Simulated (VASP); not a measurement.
Set up this calculation in VASP 6.6.1, as the native input.

```yaml
Task: single point
Functional: LDA
Potentials_or_basis: VASP PAW LDA potentials, release 64 (Ir)
Cutoff: 520 eV
k_mesh: 15 × 15 × 15
Occupations: fermi-dirac, width 0.1 eV
Spin: no spin polarisation
Dipole_correction: no
Further_INCAR_settings: ALGO = Normal; EDIFF = 1e-06; NBANDS = 10
```

The structure of Ir lies in POSCAR:

```
Ir
1.0
    2.2219894056      0.0000000000      0.0000000000
    0.0000000000      2.2219894056      0.0000000000
    0.0000000000      0.0000000000      2.2219894056
Ir
1
Direct
    0.0000000000      0.0000000000      0.0000000000
```

This cell differs from its parent crystal: volume scaled by 0.68, level accurate.

These files were run (other wordings do the same):

INCAR

```
SYSTEM = Ir
ALGO = Normal
EDIFF = 1E-6
ENCUT = 520
ISIF = 2
ISMEAR = -1
LASPH = .True.
LCHARG = .True.
LELF = .True.
LREAL = .False.
LVHAR = .True.
LWAVE = .False.
NBANDS = 10
NELM = 60
PREC = Accurate
SIGMA = 0.1
```

KPOINTS

```
k-points
0
Gamma
  15 15 15
  0 0 0
```

Potentials or basis: VASP PAW LDA potentials, release 64 (Ir).

The run is started by

```console
$ cat potpaw_LDA.64/Ir/POTCAR > POTCAR
$ mpirun -np 1 vasp_std > vasp.out
```

It gave:

The pressure is 280.0 GPa.

It took 14 s on 1 thread of AMD EPYC 7R13, on a shared host, peak memory 0.1 GiB.
